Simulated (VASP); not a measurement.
# TiAl16N16 (a cell with a defect) in VASP: notebook

TiAl16N16 (a cell with a defect) is run at these levels: PBE; tasks: single point.

All numbers are computed with VASP 6.6.1; they aren't measurements. Logs are shortened: lines on timing, memory, paths and dates and some standing lists are left out, and cuts for length are marked.

**1. The cell of the first run**

The cell holds a defect, 33 atoms: a = 6.260 Å, b = 6.260 Å, c = 10.035 Å, α = 90.00°, β = 90.00°, γ = 120.00°.

**2. Single point, PBE**

INCAR

```
SYSTEM = TiAl16N16
PREC = Accurate ; ENCUT = 520
EDIFF = 1E-6 ; ISMEAR = -1
SIGMA = 0.01 ; LREAL = Auto
LASPH = .TRUE. ; NELM = 120
ALGO = Normal ; ISIF = 2
LWAVE = .FALSE. ; LCHARG = .FALSE.
GGA = PE ; NBANDS = 92
GGA_COMPAT = .FALSE.
```

KPOINTS

```
regular mesh
0
G
  1 1 1
  0 0 0
```

POSCAR

```
TiAl16N16
1.0
    6.2595139092      0.0000000618      0.0000000000
   -3.1297570081      5.4208980298      0.0000000000
    0.0000000000      0.0000000000     10.0348065900
Al N Ti
16 16 1
Direct
    0.4006519746      0.2003149600      0.2422559356
    0.1683280476      0.3346382637      0.5090348221
    0.3303288946      0.1652555021      0.7482393446
    0.1660703389      0.3282734958      1.0040382328
    0.3358243366      0.6681091364      0.2584895249
    0.1685901984      0.8337680666      0.5090782084
    0.3282062785      0.6641394152      0.7581857825
    0.1660925138      0.8379548537      1.0039461214
    0.7990250825      0.1787243401      0.2396415926
    0.6621622346      0.3312350218      0.4835778096
    0.8349810758      0.1626343071      0.7453941996
    0.6739600168      0.3371810475      0.9618649029
    0.7994595542      0.6209984685      0.2396539936
    0.6421392723      0.8212599118      0.5111083297
    0.8350341451      0.6726377748      0.7453370820
    0.6692421169      0.8347278629      0.9992557636
    0.3313313863      0.1656118166      0.4410462720
    0.1696686843      0.3236516412      0.2049101016
    0.3303835714      0.1652805056      0.9379617041
    0.1684901579      0.3357299341      0.6962912643
    0.3161029535      0.6579371824      0.4499036144
    0.1697464556      0.8462736406      0.2049207396
    0.3303112653      0.6651844327      0.9540941783
    0.1686079081      0.8329396538      0.6963067183
    0.8310898080      0.1560663496      0.4439121929
    0.6904281341      0.3456260134      0.1400336377
    0.8405214404      0.1601666571      0.9340561202
    0.6681016131      0.3341904959      0.6964437381
    0.8313788160      0.6755179272      0.4440061542
    0.6717104272      0.8360779030      0.2024510957
    0.8406222568      0.6807518597      0.9339748172
    0.6556640470      0.8279825565      0.6965982710
    0.0003789632      0.0003981524      0.3443376485
```

Potentials or basis: VASP PAW PBE potentials, release 64 (Al, N, Ti_sv).

The run is started by

```bash
$ cat potpaw_PBE.64/Al/POTCAR potpaw_PBE.64/N/POTCAR potpaw_PBE.64/Ti_sv/POTCAR > POTCAR
$ mpirun -np 1 vasp_gam > vasp.out
```

OUTCAR:

```text
SYSTEM = TiAl16N16
   PREC = Accurate
   ENCUT = 520
   EDIFF = 1E-6
   ISMEAR = -1
   LREAL = Auto
   LASPH = .TRUE.
   NELM = 120
   ISIF = 2
   GGA = PE

 ion  position               nearest neighbor table
   1  0.401  0.200  0.242-  26 1.88  22 1.98  18 1.99  17 2.03  33 2.40   9 2.56  13 2.57  10 2.81
                             4 3.11   8 3.11   5 3.15   5 3.15  12 3.18   6 3.35   2 3.35
   2  0.168  0.335  0.509-  21 1.85  20 1.88  17 1.92  25 1.94  33 2.45  11 2.98   3 3.00  14 3.01
                             7 3.07   5 3.10  10 3.11   6 3.12   6 3.14  10 3.17  14 3.25   1 3.35
   3  0.330  0.165  0.748-  24 1.88  20 1.88  28 1.90  19 1.90  12 2.84   2 3.00   6 3.00  15 3.09
                            11 3.09   8 3.12   4 3.12   7 3.13   7 3.13  11 3.17  15 3.17  10 3.21
   4  0.166  0.328  0.004-  23 1.89  19 1.89  27 1.90  18 2.02   7 3.07   8 3.07   9 3.10  16 3.10
                             1 3.11   3 3.12  12 3.14   5 3.15  11 3.16  16 3.16  12 3.18   8 3.19
   5  0.336  0.668  0.258-  30 1.91  21 1.92  22 1.94  18 1.94  14 3.03   9 3.06  13 3.07   6 3.10
                             2 3.10   8 3.15   4 3.15   1 3.15   1 3.15  16 3.17  13 3.23   9 3.23
   6  0.169  0.834  0.509-  21 1.85  24 1.88  17 1.92  29 1.94  33 2.46  15 2.98   3 3.00  14 3.00
                             7 3.07   5 3.10  10 3.11   2 3.12   2 3.14  10 3.17  14 3.26   1 3.35
   7  0.328  0.664  0.758-  32 1.88  24 1.89  20 1.89  23 1.97  14 3.01  16 3.04   8 3.07   4 3.07
                             6 3.07   2 3.07  11 3.12  15 3.12   3 3.13   3 3.13  15 3.15  11 3.15
   8  0.166  0.838  0.004-  19 1.89  23 1.89  31 1.90  22 2.02   7 3.07   4 3.07  13 3.10  16 3.10
                             1 3.11   3 3.12  12 3.14   5 3.15  15 3.16  16 3.16  12 3.18   4 3.19
   9  0.799  0.179  0.240-  26 1.81  30 1.91  18 2.05  25 2.07  33 2.31   1 2.56  13 2.77  10 2.91
                            16 3.06   5 3.06   4 3.10  12 3.18   5 3.23  14 3.35
  10  0.662  0.331  0.484-  17 1.84  25 1.91  29 1.91  28 2.14   1 2.81   9 2.91  13 2.91   6 3.11
                             2 3.11  14 3.14  14 3.14   2 3.17   6 3.17   3 3.21  15 3.21  11 3.21
  11  0.835  0.163  0.745-  20 1.87  32 1.88  27 1.89  28 1.90  12 2.83   2 2.98  14 3.00  15 3.07
                             3 3.09  16 3.11   7 3.12   7 3.15   4 3.16   3 3.17  15 3.19  10 3.21
  12  0.674  0.337  0.962-  26 1.79  19 1.88  27 1.88  31 1.88  11 2.83  15 2.83   3 2.84   8 3.14
                             4 3.14  16 3.15  16 3.15   1 3.18   4 3.18   8 3.18   9 3.18  13 3.19
  13  0.799  0.621  0.240-  26 1.81  30 1.92  22 2.05  29 2.07  33 2.31   1 2.57   9 2.77  10 2.91
                            16 3.06   5 3.07   8 3.10  12 3.19   5 3.23  14 3.35
  14  0.642  0.821  0.511-  32 1.86  21 1.87  25 1.94  29 1.94  33 2.56  11 3.00  15 3.00   6 3.00
                             2 3.01   7 3.01   5 3.03  10 3.14  10 3.14   2 3.25   6 3.26   9 3.35
  15  0.835  0.673  0.745-  24 1.87  32 1.88  31 1.89  28 1.90  12 2.83   6 2.98  14 3.00  11 3.07
                             3 3.09  16 3.11   7 3.12   7 3.15   8 3.16   3 3.17  11 3.19  10 3.21
  16  0.669  0.835  0.999-  31 1.88  27 1.88  23 1.89  30 2.04   7 3.04  13 3.06   9 3.06   4 3.10
                             8 3.10  11 3.11  15 3.11  12 3.15  12 3.15   8 3.16   4 3.16   5 3.17
  17  0.331  0.166  0.441-  10 1.84   6 1.92   2 1.92   1 2.03  33 2.04
  18  0.170  0.324  0.205-   5 1.94   1 1.99   4 2.02   9 2.05  33 2.24
  19  0.330  0.165  0.938-  12 1.88   8 1.89   4 1.89   3 1.90
  20  0.168  0.336  0.696-  11 1.87   3 1.88   2 1.88   7 1.89
  21  0.316  0.658  0.450-   2 1.85   6 1.85  14 1.87   5 1.92
  22  0.170  0.846  0.205-   5 1.94   1 1.98   8 2.02  13 2.05  33 2.24
  23  0.330  0.665  0.954-  16 1.89   4 1.89   8 1.89   7 1.97
  24  0.169  0.833  0.696-  15 1.87   3 1.88   6 1.88   7 1.89
  25  0.831  0.156  0.444-  10 1.91  14 1.94   2 1.94  33 2.03   9 2.07
  26  0.690  0.346  0.140-  12 1.79  13 1.81   9 1.81   1 1.88
  27  0.841  0.160  0.934-  16 1.88  12 1.88  11 1.89   4 1.90
  28  0.668  0.334  0.696-  15 1.90  11 1.90   3 1.90  10 2.14
  29  0.831  0.676  0.444-  10 1.91  14 1.94   6 1.94  33 2.03  13 2.07
  30  0.672  0.836  0.202-   5 1.91   9 1.91  13 1.92  16 2.04  33 2.28
  31  0.841  0.681  0.934-  16 1.88  12 1.88  15 1.89   8 1.90
  32  0.656  0.828  0.697-  14 1.86   7 1.88  11 1.88  15 1.88
  33  0.000  0.000  0.344-  25 2.03  29 2.03  17 2.04  18 2.24  22 2.24  30 2.28  13 2.31   9 2.31
                             1 2.40   2 2.45   6 2.46  14 2.56

  LATTYP: Found a hexagonal cell.
 ALAT       =     6.2595139092
 C/A-ratio  =     1.6031287310

  Lattice vectors:

 A1 = (   6.2595139092,   0.0000000618,   0.0000000000)
 A2 = (  -3.1297570081,   5.4208980298,   0.0000000000)
 A3 = (   0.0000000000,   0.0000000000,  10.0348065900)

Analysis of symmetry for initial positions (statically):
=====================================================================
 Subroutine PRICEL returns:
 Original cell was already a primitive cell.

 Routine SETGRP: Setting up the symmetry group for a
 hexagonal supercell.

 Subroutine GETGRP returns: Found  1 space group operations
 (whereof  1 operations were pure point group operations)
 out of a pool of 24 trial point group operations.

The static configuration has the point symmetry C_1 .

Analysis of symmetry for dynamics (positions and initial velocities):
=====================================================================
 Subroutine PRICEL returns:
 Original cell was already a primitive cell.
[... 97 lines left out ...]
                33          33

----------------------------------------------------------------------------------------

 KPOINTS: regular mesh

Automatic generation of k-mesh.
 Grid dimensions read from file:
 generate k-points for:    1    1    1

 Generating k-lattice:

  Cartesian coordinates                     Fractional coordinates (reciprocal lattice)
     0.159756813  0.092235641  0.000000000     1.000000000 -0.000000000  0.000000000
    -0.000000002  0.184471279  0.000000000     0.000000000  1.000000000  0.000000000
     0.000000000  0.000000000  0.099653141     0.000000000  0.000000000  1.000000000

  Length of vectors
     0.184471279  0.184471279  0.099653141

  Shift w.r.t. Gamma in fractional coordinates (k-lattice)
     0.000000000  0.000000000  0.000000000

 Subroutine IBZKPT returns following result:
 ===========================================

 Found      1 irreducible k-points:

 Following reciprocal coordinates:
            Coordinates               Weight
  0.000000  0.000000  0.000000      1.000000
   k-points           NKPTS =      1   k-points in BZ     NKDIM =      1   number of bands    NBANDS=     92
   number of dos      NEDOS =    301   number of ions     NIONS =     33
   total plane-waves  NPLWV = 184320
   dimension x,y,z NGX =    48 NGY =   48 NGZ =   80
   dimension x,y,z NGXF=    96 NGYF=   96 NGZF=  160
   ions per type =              16  16   1
   NGX,Y,Z   is equivalent  to a cutoff of  12.75, 12.75, 13.25 a.u.
   NGXF,Y,Z  is equivalent  to a cutoff of  25.50, 25.50, 26.51 a.u.
 SYSTEM =  TiAl16N16
   PREC   = accura    normal or accurate (medium, high low for compatibility)
   ISTART =      0    job   : 0-new  1-cont  2-samecut
   ICHARG =      2    charge: 1-file 2-atom 10-const
   ISPIN  =      1    spin polarized calculation?
   LNONCOLLINEAR =      F non collinear calculations
   LSORBIT =      F    spin-orbit coupling
   LASPH  =      T    aspherical Exc in radial PAW
   ENCUT  =  520.0 eV  38.22 Ry    6.18 a.u.  11.64 11.64 18.66*2*pi/ulx,y,z
   NELM   =    120;   NELMIN=  2; NELMDL= -5     # of ELM steps
   EDIFF  = 0.1E-05   stopping-criterion for ELM
   LREAL  =      T    real-space projection
   EDIFFG = 0.1E-04   stopping-criterion for IOM
   NSW    =      0    number of steps for IOM
   IBRION =     -1    ionic relax: 0-MD 1-quasi-New 2-CG
   NFREE  =      0    steps in history (QN), initial steepest desc. (CG)
   ISIF   =      2    stress and relaxation
   ISYM   =      2    0-nonsym 1-usesym 2-fastsym
   POTIM  = 0.5000    time-step for ionic-motion
   TEBEG  =    0.0;   TEEND  =   0.0 temperature during run
   PSTRESS=    0.0 pullay stress
   NELECT =     140.0000    total number of electrons
   NUPDOWN=      -1.0000    fix difference up-down
   EMIN   =  10.00;   EMAX   =-10.00  energy-range for DOS
   EFERMI =   0.00;   METHOD = LEGACY
   ISMEAR =    -1;   SIGMA  =   0.01  broadening in eV -4-tet -1-fermi 0-gaus
   EFERMI_NEDOS =   21; number of points for ismear=-14 and -15
   IALGO  =     38    algorithm
   IMIX   =      4    mixing-type and parameters
     AMIX     =   0.40;   BMIX     =  1.00
     AMIX_MAG =   1.60;   BMIX_MAG =  1.00
  volume/ion in A,a.u.               =      10.32        69.63
  Fermi-wavevector in a.u.,A,eV,Ry     =   1.217336  2.300432 20.162576  1.481908
  Thomas-Fermi vector in A             =   2.352660
   LORBIT       =      0    0 simple, 1 ext, 2 COOP (PROOUT), +10 PAW based schemes
   GGA     = PE    functional components
   LHFCALC =     F    Hartree Fock is set to
   AEXX    =    0.0000 exact exchange contribution
   IVDW    =     0    specifies the selected vdW correction
   LEPSILON=     F    determine dielectric tensor
   LRPA    =     F    only Hartree local field effects (RPA)
 non-spin polarized calculation
  energy-cutoff  :      520.00
  volume of cell :      340.50
 maximum number of plane-waves:      4582
 NGX is ok and might be reduce to    48
   NGX = 23   NGY = 23   NGZ = 37

 number of electron     139.9999993 magnetization

 Free energy of the ion-electron system (eV)
  ---------------------------------------------------
  ext. energy  EPLUGINS =         0.00000000
  ---------------------------------------------------
  free energy    TOTEN  =      -229.03277898 eV

  energy without entropy =     -229.03265215  energy(sigma->0) =     -229.03271556

 E-fermi :   9.6160     XC(G=0): -11.0697

 val. band max:        9.5365261480   @ k =   0.0000   0.0000   0.0000
 cond. band min:       9.6954154721   @ k =   0.0000   0.0000   0.0000
 fundamental gap:      0.1588893241
 Fermi energy:         9.6159708105

 k-point     1 :       0.0000    0.0000    0.0000
  band No.  band energies     occupation
      1     -46.9773      2.00000
      2     -23.9016      2.00000
      3     -23.4124      2.00000
      4     -23.1772      2.00000
      5      -8.5961      2.00000
      6      -7.7359      2.00000
[... 74 lines left out ...]
     81      12.2008      0.00000
     82      12.4589      0.00000
 [bands above 82 left out]

------------------------ aborting loop because EDIFF is reached ----------------------------------------

  FORCE on cell =-STRESS in cart. coord.  units (eV):
  Direction    XX          YY          ZZ          XY          YZ          ZX
  --------------------------------------------------------------------------------------
  -------------------------------------------------------------------------------------
  Total       32.1063726     27.7076981     -3.2990453      3.7331473     -0.8340914     -1.4365472
  in kB      151.0709527    130.3737549    -15.5230838     17.5656755     -3.9246719     -6.7594228
  external PRESSURE =      88.6405412 kB  Pullay stress =       0.0000000 kB

 VOLUME and BASIS-vectors are now :
 -----------------------------------------------------------------------------
  energy-cutoff  :      520.00
  volume of cell :      340.50
      direct lattice vectors                 reciprocal lattice vectors
     6.259513909  0.000000062  0.000000000     0.159756813  0.092235641  0.000000000
    -3.129757008  5.420898030  0.000000000    -0.000000002  0.184471279  0.000000000
     0.000000000  0.000000000 10.034806590     0.000000000  0.000000000  0.099653141

 POSITION                                       TOTAL-FORCE (eV/Angst)
 -----------------------------------------------------------------------------------
      1.88095      1.08589      2.43099        -0.007396     -0.002920      0.008174
      0.00632      1.81404      5.10807         0.003363      0.000385     -0.006684
      1.55049      0.89583      7.50844         0.000818      0.000558     -0.004849
      0.01210      1.77954      0.04052        -0.008759     -0.003222     -0.004411
      0.01108      3.62175      2.59389         0.011951      0.003494      0.002788
     -1.55420      4.51977      5.10850         0.000817      0.001089     -0.006388
[... 25 lines left out ...]
      1.51275      4.48841      6.99023         0.000138     -0.002620      0.000926
      0.00113      0.00216      3.45536         0.011358      0.007972      0.023710
 -----------------------------------------------------------------------------------
    total drift:                                0.013392      0.013826      0.035128

  FREE ENERGIE OF THE ION-ELECTRON SYSTEM (eV)
  ---------------------------------------------------
  free  energy   TOTEN  =      -229.0327789809 eV

  energy  without entropy=     -229.0326521482  energy(sigma->0) =     -229.03271556
```

It took 1.7 min on 1 thread of Intel Xeon Platinum 8259CL at 2.50GHz (Skylake/Cascade Lake), shared host; peak memory 0.41 GiB.

What came out:

| Quantity | Value |
| --- | --- |
| Free energy | -229.0328 eV |
| Pressure | 8.9 GPa |
| Largest force | 0.027 eV/Å |

Forces on the atoms (eV/Å):
```
Al  -0.007 -0.003  0.008
Al   0.003  0.000 -0.007
Al   0.001  0.001 -0.005
Al  -0.009 -0.003 -0.004
Al   0.012  0.003  0.003
Al   0.001  0.001 -0.006
Al  -0.001  0.000  0.000
Al  -0.005 -0.004  0.000
Al   0.009 -0.007  0.005
Al   0.002 -0.003 -0.004
Al  -0.001 -0.003  0.001
Al   0.007  0.000 -0.004
Al  -0.004  0.006  0.006
Al   0.003 -0.002 -0.011
Al  -0.004  0.003 -0.001
Al   0.001  0.003  0.007
N    0.012  0.011  0.009
N    0.000  0.007 -0.008
N    0.001  0.001  0.000
N    0.003 -0.002 -0.003
N    0.001  0.002 -0.002
N    0.006 -0.001 -0.012
N   -0.003  0.000  0.000
N   -0.001  0.002 -0.004
N   -0.018  0.011  0.008
N    0.001 -0.002  0.001
N   -0.001  0.003  0.002
N   -0.004 -0.001  0.000
N   -0.001 -0.017  0.009
N   -0.018 -0.009 -0.012
N    0.001 -0.003  0.000
N    0.000 -0.003  0.001
Ti   0.011  0.008  0.024
```

Stress tensor (GPa, compression positive):
```
15.11  1.76 -0.68
 1.76 13.04 -0.39
-0.68 -0.39 -1.55
```

Caveat: the k points lie up to 1.16 Å⁻¹ apart, too coarse for converged energies, forces and pressures.

**3. Single point, PBE**

INCAR

```
SYSTEM = TiAl16N16
PREC     = Accurate       ! precision mode
ENCUT    = 520            ! plane-wave cutoff, eV
EDIFF    = 1E-6           ! SCF threshold, eV
ISMEAR   = -1             ! smearing method
SIGMA    = 0.01           ! smearing width, eV
LREAL    = Auto         
LASPH    = .True.         ! aspherical terms in the spheres
NELM     = 120            ! most SCF steps
ALGO     = Normal         ! electronic algorithm
ISIF     = 2              ! what is computed and relaxed
LWAVE    = .False.        ! write WAVECAR
LCHARG   = .False.        ! write CHGCAR
GGA      = PE             ! functional
NBANDS   = 92             ! bands
GGA_COMPAT= .False.
```

KPOINTS

```
Automatic mesh
0
Gamma
  1 1 1
  0 0 0
```

POSCAR

```
TiAl16N16
1.0
    6.2595139100      0.0000000600      0.0000000000
   -3.1297570100      5.4208980300      0.0000000000
    0.0000000000      0.0000000000     10.0348065900
Al N Ti
16 16 1
Direct
    0.3577956607      0.1790089802      0.2618133783
    0.1652944778      0.3273611967      0.4963002557
    0.3310191953      0.1650322033      0.7500604497
    0.2017239335      0.3797920861      0.9901588550
    0.3380236583      0.6688018529      0.2346410410
    0.1650599985      0.8371782669      0.4959174189
    0.3262311600      0.6630222240      0.7128772485
    0.2003367560      0.8212801534      0.9907914209
    0.8324087067      0.1657350975      0.2596574356
    0.6719136279      0.3352904514      0.5088993182
    0.8340973926      0.1617559137      0.7548045639
    0.6640756449      0.3318791703      1.0092897138
    0.8311462991      0.6641709228      0.2598499071
    0.6697833948      0.8343747358      0.4989306906
    0.8340605011      0.6712384679      0.7546099442
    0.5995949164      0.7987251417      0.9930744033
    0.3444710412      0.1720204501      0.4473781873
    0.1696923061      0.3255007420      0.1940809981
    0.3284876590      0.1642930794      0.9531301635
    0.1598649962      0.3195620354      0.6850202303
    0.3320563395      0.6657158390      0.4466950801
    0.1683013304      0.8437695438      0.1949140696
    0.3097659657      0.6558703267      0.8910307187
    0.1594568044      0.8397376856      0.6845016231
    0.8318696607      0.1667158259      0.4470535161
    0.6839083156      0.3405866563      0.2007194792
    0.8307626937      0.1537320901      0.9556063503
    0.6699073204      0.3343030564      0.7047735222
    0.8313396685      0.6636023689      0.4470528296
    0.6687416518      0.8334189205      0.1916647075
    0.8302012995      0.6758882751      0.9557055512
    0.6696930210      0.8343223378      0.6886467052
   -0.0002919543     -0.0001181176      0.0949702444
```

Potentials or basis: VASP PAW PBE potentials, release 64 (Al, N, Ti_sv).

The run is started by

```bash
$ cat potpaw_PBE.64/Al/POTCAR potpaw_PBE.64/N/POTCAR potpaw_PBE.64/Ti_sv/POTCAR > POTCAR
$ mpirun -np 1 vasp_gam > vasp.out
```

Wall time 1.9 min (1 thread of Intel Xeon Platinum 8259CL at 2.50GHz (Skylake/Cascade Lake), shared host); peak memory 0.41 GiB.

Results (log left out):

```
Free energy   : -229.0327 eV
Pressure      : 8.9 GPa
Largest force : 0.043 eV/Å
```

Forces in eV/Å, atoms in the order of the input:
```
Al  -0.001  0.000 -0.010
Al   0.001  0.000 -0.008
Al  -0.007  0.000 -0.003
Al  -0.009 -0.017  0.014
Al   0.003 -0.005 -0.015
Al  -0.001  0.001 -0.006
Al  -0.008  0.002 -0.003
Al  -0.008  0.009  0.002
Al  -0.001 -0.005 -0.008
Al   0.003  0.001 -0.005
Al   0.009 -0.003  0.002
Al   0.013  0.002  0.002
Al  -0.003  0.000 -0.005
Al   0.000 -0.001 -0.006
Al   0.001  0.009  0.001
Al   0.002  0.018  0.004
N   -0.003 -0.005 -0.006
N    0.004  0.015  0.021
N    0.010  0.002 -0.014
N    0.000  0.003  0.003
N    0.001  0.002  0.011
N    0.019 -0.003  0.012
N    0.007 -0.008 -0.015
N    0.008 -0.003  0.008
N    0.002 -0.002 -0.005
N   -0.005  0.004 -0.002
N   -0.009 -0.004 -0.015
N   -0.004 -0.001  0.001
N    0.001  0.006 -0.005
N   -0.023 -0.010  0.015
N   -0.008 -0.004 -0.012
N   -0.003  0.000  0.007
Ti   0.008 -0.002  0.042
```

Stress tensor (GPa, compression positive):
```
15.02  1.82  0.68
 1.82 13.13  0.40
 0.68  0.40 -1.57
```

Levels at points of the mesh, in eV from the Fermi level:
```csv
k point,band 66,band 67,band 68,band 69,band 70,band 71,band 72,band 73,band 74,band 75
"(0.00, 0.00, 0.00)",-3.16,-3.15,-2.90,-0.61,-0.08,0.08,0.78,1.56,1.72,1.99
```

Caveat: the k points lie up to 1.16 Å⁻¹ apart, too coarse for converged energies, forces and pressures.

(Continued in part 2 of 3.)
